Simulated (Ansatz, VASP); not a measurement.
## C: VASP beside Ansatz

```
CELL_PARAMETERS angstrom
2.46571 0.00000 0.00000
-1.23285 2.13536 0.00000
0.00000 0.00000 26.00000
ATOMIC_POSITIONS crystal
C 0.00000 0.00000 0.50000
C 0.66667 0.33333 0.50000
```

Alike in both runs: task single point; functional PBE; dispersion D3(BJ); k mesh 9 × 9 × 1; occupations gaussian, width 0.1 eV; no spin polarisation.

|  | VASP | Ansatz |
| --- | --- | --- |
| version | VASP 6.6.1 | Ansatz 0.2.0 |
| potentials or method | VASP PAW PBE potentials, release 64 (C), cutoff 520 eV | scalar-relativistic, plane waves, PAW |
| valence electrons in the cell | 8 | 8 |

```tsv
	VASP	Ansatz	Ansatz less VASP
gap on the k mesh at the Fermi level (eV)	none	none	-
work function, face that differs most (eV)	4.24	4.24	0.000
```

A gap of «none» marks a metal or a gap that the smearing closes.
